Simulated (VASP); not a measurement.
Li: single point with revPBE

Crystal: Li.

```
Li
1.0
     0.00000    3.12508    3.12508
     3.12508    0.00000    3.12508
     3.12508    3.12508    0.00000
Li
2
Direct
  0.12500 0.12500 0.12500
  0.87500 0.87500 0.87500
```

This cell differs from its parent crystal: volume scaled by 1.12.

```
Program             : VASP 6.6.1
Task                : single point
Functional          : revPBE
Potentials or basis : VASP PAW PBE potentials, release 64 (Li_sv)
Cutoff              : 520 eV
k mesh              : 10 × 10 × 10
Occupations         : fermi-dirac, width 0.1 eV
Spin                : no spin polarisation
```

| Property | Result |
| --- | --- |
| Band gap on the k mesh | zero (band 3 reaches 0.31 eV, above the bottom of band 4 at -0.65 eV) |

Levels at points of the mesh, in eV from the Fermi level:
```
           k point  band 1  band 2  band 3  band 4  band 5  band 6  band 7
(0.00, 0.00, 0.00)  -47.97  -47.93   -3.05    5.06    5.06    5.06    6.09
(0.50, 0.00, 0.00)  -47.96  -47.94   -0.97   -0.43    3.86    3.86    6.39
(0.50, 0.50, 0.00)  -47.95  -47.95    0.09    0.09    2.11    2.11    5.01
```

Run time: 18 s on 1 thread of Intel(R) Xeon(R) Platinum 8259CL CPU @ 2.50GHz (Skylake/Cascade Lake) (shared host), peak memory 0.19 GiB.
